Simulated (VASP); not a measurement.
Wanted: the native input for a VASP 6.6.1 run.

* Task: electric field gradients
* Functional: LDA
* Potentials or basis: VASP PAW LDA potentials, release 64 (Hg, Pt)
* Cutoff: 520 eV
* k mesh: 12 × 12 × 10
* Occupations: fermi-dirac, width 0.03 eV
* Spin: no spin polarisation
* Dipole correction: no
* Further INCAR settings: ALGO = Normal; EDIFF = 1e-08; NBANDS = 18

The structure of HgPt lies in POSCAR:

```
HgPt
1.0
    2.9808705044      0.0000000000      0.0000000000
    0.0000000000      2.9808705044      0.0000000000
    0.0000000000      0.0000000000      3.8377077346
Hg Pt
1 1
Direct
    0.0000000000      0.0000000000      0.0000000000
    0.5000000000      0.5000000000      0.5000000000
```

The input as run:

INCAR

```
  ALGO = Normal
  EDIFF = 1E-8
  ENCUT = 520
  ISIF = 2
  ISMEAR = -1
  LASPH = T
  LCHARG = F
  LEFG = T
  LREAL = F
  LWAVE = F
  NBANDS = 18
  NELM = 80
  PREC = Accurate
  SIGMA = 0.03
```

KPOINTS

```
k-points
0
Gamma
  12 12 10
```

Potentials or basis: VASP PAW LDA potentials, release 64 (Hg, Pt).

Launch:

```bash
$ cat potpaw_LDA.64/Hg/POTCAR potpaw_LDA.64/Pt/POTCAR > POTCAR
$ mpirun -np 1 vasp_std > vasp.out
```

Results of the run:

```
Pressure                                : -1.5 GPa
Band gap on the k mesh                  : zero (bands 11 and 12 overlap by 3.69 eV)
Largest electric field gradient by atom : Hg -102.5; Pt +97.0 V/Å²
```

Caveat: without QUAD_EFG the Cq values of the log hold for a quadrupole moment of 1 mb, not for the nuclei; spin-orbit coupling is left out, which moves the levels of the heavy elements.

Wall time 86 s on 1 thread of Oxide Virtual Turin-like Processor, with other jobs on the host, peak memory 0.18 GiB.
